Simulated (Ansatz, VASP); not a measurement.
## One calculation of In, two programs

```
In
1.0
    -1.82871    1.82871    1.82871
     1.82871   -1.82871    1.82871
     1.82871    1.82871   -1.82871
In
1
Direct
  0.00000 0.00000 0.00000
```

Alike in both runs: task single point; functional PBE; k mesh 13 × 13 × 13; occupations fermi-dirac, width 0.1 eV; no spin polarisation.

|  | VASP | Ansatz |
| --- | --- | --- |
| version | VASP 6.6.1 | Ansatz 0.2.0 |
| potentials or method | VASP PAW PBE potentials, release 64 (In_d), cutoff 520 eV | plane waves (420 eV) with PAW, scalar-relativistic |
| valence electrons in the cell | 13 | 13 |

VASP gave:

| Item | Value |
| --- | --- |
| pressure (GPa) | 6.0 |

Task: Estimate Ansatz's values.

Result: Pressure (GPa): 6.1.

With one functional, cell and mesh, what is left measures potentials, basis and numerics.
